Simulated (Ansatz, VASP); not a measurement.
**Two plane-wave programs on CdS**

```
Cd S
1.0
     4.44491    0.00000    0.00000
    -2.22245    3.84940    0.00000
     0.00000    0.00000    6.74900
Cd S
2 2
Cartesian
  0.0000 2.5663 0.0000
  2.2225 1.2831 3.3745
  0.0000 2.5663 2.5984
  2.2225 1.2831 5.9729
```

Change from the starting cell: strain +0.0750 x Voigt [1, 1, 0, 0, 0, 0], atoms carried along.

Alike in both runs: task single point; functional r2SCAN; k mesh 12 × 12 × 4; occupations gaussian, width 0.05 eV; no spin polarisation.

|  | VASP | Ansatz |
| --- | --- | --- |
| version | VASP 6.6.1 | Ansatz 0.2.0 |
| potentials or method | VASP PAW PBE potentials, release 64 (Cd, S), cutoff 520 eV | scalar-relativistic, plane waves, PAW |
| valence electrons in the cell | 36 | 52 |

|  | VASP | Ansatz | Ansatz less VASP |
| --- | --- | --- | --- |
| gap on the k mesh at the Fermi level (eV) | 1.25 | 1.26 | +0.011 |
| least direct gap on the mesh (eV) | 1.25 | 1.26 | +0.011 |
| pressure (GPa) | -5.6 | -5.7 | -0.18 |
| traceless stress, the component that is largest in VASP (GPa) | 2.30 | 2.26 | -0.043 |
| rms of the force components (eV/Å) | 0.046 | 0.042 | -0.0041 |

VASP's potentials were made for PBE, not for r2SCAN. Atom by atom the forces differ by 0.004 eV/Å (rms over components). The functional is the same, so the differences come from potentials, cutoffs and numerics. VASP's potentials hold 36 valence electrons a cell and Ansatz's 52, so a difference there can come from the potentials and not from the codes.
